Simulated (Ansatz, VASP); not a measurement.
**ZnSe in VASP and in Ansatz**

File INCAR:

```
PREC = Accurate
ENCUT = 520
EDIFF = 1E-6
ISMEAR = 0
SIGMA = 0.05
LREAL = F
LASPH = T
NELM = 100
ALGO = Normal
ISIF = 2
LWAVE = F
LCHARG = F
GGA = PE
NBANDS = 16
```

KPOINTS

```
regular mesh
0
Gamma
  10 10 10
```

Contents of POSCAR:

```
ZnSe
1.0
    0.0000000000      2.5719698647      2.9015905514
    2.9015905514      0.0000000000      2.9015905514
    2.9015905514      2.5719698647      0.0000000000
Zn Se
1 1
Direct
    0.0000000000      0.0000000000      0.0000000000
    0.7500000000      0.7500000000      0.7500000000
```

Input for Ansatz:

```yaml
crystal:
  lattice:
    - [0.0, 2.5719698647, 2.9015905514]
    - [2.9015905514, 0.0, 2.9015905514]
    - [2.9015905514, 2.5719698647, 0.0]
  atoms:
    - { symbol: Zn, position: [0.0, 0.0, 0.0] }
    - { symbol: Se, position: [0.75, 0.75, 0.75] }
basis:
  ecutwfc: 520.0
kpoints:
  mp_grid: { grid: [10, 10, 10] }
hamiltonian:
  xc: pbe
  pseudopotentials: { kind: paw, azcp: { folder: soft_1 } }
scf:
  occupations: { method: gaussian, width: 0.05 }
output:
  forces: true
  stress: true
  eigenvalues: true
```

Alike in both runs: task single point; functional PBE; k mesh 10 × 10 × 10; occupations gaussian, width 0.05 eV; no spin polarisation.

|  | VASP | Ansatz |
| --- | --- | --- |
| version | VASP 6.6.1 | Ansatz 0.2.0 |
| potentials or method | VASP PAW PBE potentials, release 64 (Zn, Se), cutoff 520 eV | scalar-relativistic, plane waves, PAW |
| valence electrons in the cell | 18 | 28 |

Ansatz gave:

| Quantity | Value |
| --- | --- |
| gap on the k mesh at the Fermi level (eV) | 1.21 |
| least direct gap on the mesh (eV) | 1.21 |
| pressure (GPa) | 5.4 |
| traceless stress, the component that is largest in VASP (GPa) | 1.93 |

Task: Estimate VASP's values.

Result: gap on the k mesh at the Fermi level (eV): 1.22; least direct gap on the mesh (eV): 1.22; pressure (GPa): 5.6; traceless stress, the component that is largest in VASP (GPa): 1.90.

VASP's potentials hold 18 valence electrons a cell and Ansatz's 28, so a difference there can come from the potentials and not from the codes.
